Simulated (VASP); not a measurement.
A run of VASP 6.6.1 is set up as follows.

The input INCAR:

```
SYSTEM = TaN
PREC = Accurate
ENCUT = 520
EDIFF = 1E-6
ISMEAR = -1
SIGMA = 0.01
LREAL = .False.
LASPH = .True.
NELM = 60
ALGO = Normal
ISIF = 2
LWAVE = .False.
LCHARG = .False.
GGA = PS
NBANDS = 33
```

KPOINTS

```
regular mesh
0
Gamma
  6 6 9
  0 0 0
```

The input POSCAR:

```
TaN
1.0
    5.1960008669      0.0000000000      0.0000000000
   -2.5980004334      4.4998687488      0.0000000000
    0.0000000000      0.0000000000      2.9983300000
Ta N
3 3
Direct
    0.3333333333      0.6666666667      0.5000000000
    0.6666666667      0.3333333333      0.5000000000
    0.0000000000      0.0000000000      0.0000000000
    0.3928500000      0.0000000000      0.0000000000
    0.6071500000      0.6071500000      0.0000000000
    0.0000000000      0.3928500000      0.0000000000
```

Potentials or basis: VASP PAW PBE potentials, release 64 (Ta_pv, N).

Launch:

```bash
$ cat potpaw_PBE.64/Ta_pv/POTCAR potpaw_PBE.64/N/POTCAR > POTCAR
$ mpirun -np 1 vasp_std > vasp.out
```

Task: Estimate the band gap on the k mesh.

Result: Zero (band 24 reaches 9.15 eV, above the bottom of band 25 at 6.71 eV).

Task: What does it give for the pressure?

Result: -12.0 GPa.

Task: Predict the largest force.

Result: 0.044 eV/Å.

Stress tensor (GPa, compression positive):
```
 -7.23   0.00   0.00
  0.00  -7.23   0.00
  0.00   0.00 -21.68
```

Caveat: the cell differs from its parent crystal (zz strain of +3 %); the PAW data sets were made with another functional, which shifts forces and pressure a little; spin-orbit coupling is left out, which moves the levels of the heavy elements.
